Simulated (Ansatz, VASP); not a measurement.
# As2F3 in VASP and in Ansatz

```
As F
1.0
     1.66766    0.96283    7.73047
    -1.66766    0.96283    7.73047
     0.00000   -1.92565    7.73047
As F
2 3
Direct
  0.40000 0.40000 0.40000
  0.60000 0.60000 0.60000
  0.00000 0.00000 0.00000
  0.20950 0.20950 0.20950
  0.79050 0.79050 0.79050
```

Alike in both runs: task relaxation of cell and atoms; functional PBE; k mesh 6 × 6 × 6; occupations gaussian, width 0.1 eV; no spin polarisation.

|  | VASP | Ansatz |
| --- | --- | --- |
| version | VASP 6.6.1 | Ansatz 0.2.0 |
| potentials or method | VASP PAW PBE potentials, release 64 (As, F), cutoff 600 eV | scalar-relativistic, plane waves, PAW |
| valence electrons in the cell | 31 | 51 |

```tsv
	VASP	Ansatz	Ansatz less VASP
gap on the k mesh at the Fermi level, each at its own relaxed structure (eV)	none	none	-
relaxed volume (Å³/atom)	13.63	14.26	+0.626
relaxed length of the cell vector where the two differ most in proportion (Å)	9.686	10.148	+0.4627
```

A gap of «none» marks a metal or a gap that the smearing closes. VASP's potentials hold 31 valence electrons a cell and Ansatz's 51, so a difference there can come from the potentials and not from the codes.

The k mesh is coarse, so the values compare programs but aren't converged.
